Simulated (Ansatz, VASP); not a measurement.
**Ni in VASP and in Ansatz**

```xyz
3
Lattice="2.4880 0.0000 0.0000 -1.2440 2.1547 0.0000 0.0000 0.0000 20.0629" Properties=species:S:1:pos:R:3 pbc="T T T"
Ni    0.0000    0.7182    8.0317
Ni    0.0000    2.1547   10.0315
Ni    1.2440    1.4365   12.0311
```

Alike in both runs: functional PBE; k mesh 19 × 19 × 1; occupations fermi-dirac, width 0.05 eV; collinear spin.

Ansatz relaxed the structure, and its values are those at the end. VASP's run is a single point on that final structure, the one shown.

```csv
,VASP,Ansatz
version,VASP 6.6.1,Ansatz 0.2.0
potentials or method,"VASP PAW PBE potentials, release 64 (Ni)","PAW with Ansatz's default frozen-core files, scalar-relativistic"
plane-wave cutoff (eV),520,420
valence electrons in the cell,30,54
```

Ansatz gave:

| Property | Result |
| --- | --- |
| net moment per atom (μB) | 0.74 |
| size of the moment on the site where the two differ most (μB) | 0.79 |

Task: Estimate VASP's values.

Result: net moment per atom (μB): 0.72; size of the moment on the site where the two differ most (μB): 0.75.

Site moments also hang on the region over which each program counts them. VASP's potentials hold 30 valence electrons a cell and Ansatz's 54, so a difference there can come from the potentials and not from the codes. Ansatz's warnings: stress scf threshold loose, xc potential rough in thin density.
